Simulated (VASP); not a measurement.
Set up this calculation in VASP 6.6.1, as the native input.

- Task: single point
- Functional: r2SCAN
- Potentials or basis: VASP PAW PBE potentials, release 64 (Pb_d, S)
- Cutoff: 550 eV
- k mesh: 6 × 6 × 4
- Occupations: fermi-dirac, width 0.02 eV
- Spin: no spin polarisation
- Dipole correction: no
- Further INCAR settings: ALGO = Normal; EDIFF = 1e-06; NBANDS = 28

Crystal: PbS.

```
Pb S
1.0
     4.99709    0.00000    0.00000
    -2.49854    4.32761    0.00000
     0.00000    0.00000    5.99707
Pb S
2 2
Cartesian
  0.0000 2.8851 1.4993
  2.4985 1.4425 4.4978
  2.4985 1.4425 1.4993
  0.0000 2.8851 4.4978
```

One way to write it, as run:

POSCAR

```
PbS
1.0
    4.9970879552      0.0000000000      0.0000000000
   -2.4985439776      4.3276051142      0.0000000000
    0.0000000000      0.0000000000      5.9970707136
Pb S
2 2
Direct
    0.3333333333      0.6666666667      0.2500000000
    0.6666666667      0.3333333333      0.7500000000
    0.6666666667      0.3333333333      0.2500000000
    0.3333333333      0.6666666667      0.7500000000
```

INCAR.step1

```
  PREC = Accurate
  ENCUT = 550
  ISMEAR = -1
  SIGMA = 0.02
  LREAL = F
  LASPH = T
  NELM = 120
  NBANDS = 28
  GGA = PE
  ALGO = Normal
  EDIFF = 1E-5
  LWAVE = T
  LCHARG = F
  GGA_COMPAT = F
```

INCAR.step2

```
  PREC = Accurate
  ENCUT = 550
  EDIFF = 1E-6
  ISMEAR = -1
  SIGMA = 0.02
  LREAL = F
  LASPH = T
  NELM = 120
  ALGO = Normal
  ISIF = 2
  LWAVE = F
  LCHARG = F
  METAGGA = R2SCAN
  LMIXTAU = T
  NBANDS = 28
  ISTART = 1
  GGA_COMPAT = F
```

KPOINTS

```
regular mesh
0
Gamma
  6 6 4
```

Potentials or basis: VASP PAW PBE potentials, release 64 (Pb_d, S).

Command:

```sh
$ cat potpaw_PBE.64/Pb_d/POTCAR potpaw_PBE.64/S/POTCAR > POTCAR
$ cp INCAR.step1 INCAR
$ mpirun -np 1 vasp_std > vasp.out
$ cp INCAR.step2 INCAR
$ mpirun -np 1 vasp_std > vasp.out
```

It gave:

| Quantity | Value |
| --- | --- |
| Pressure | 0.0 GPa |
| Band gap on the k mesh | 1.73 eV |

Caveat: the PAW data sets were made with another functional, which shifts forces and pressure a little; spin-orbit coupling is left out, which moves the levels of the heavy elements.

It took 5 min on 1 thread of Intel(R) Xeon(R) Platinum 8488C (Sapphire Rapids), with other jobs on the host, peak memory 0.32 GiB.
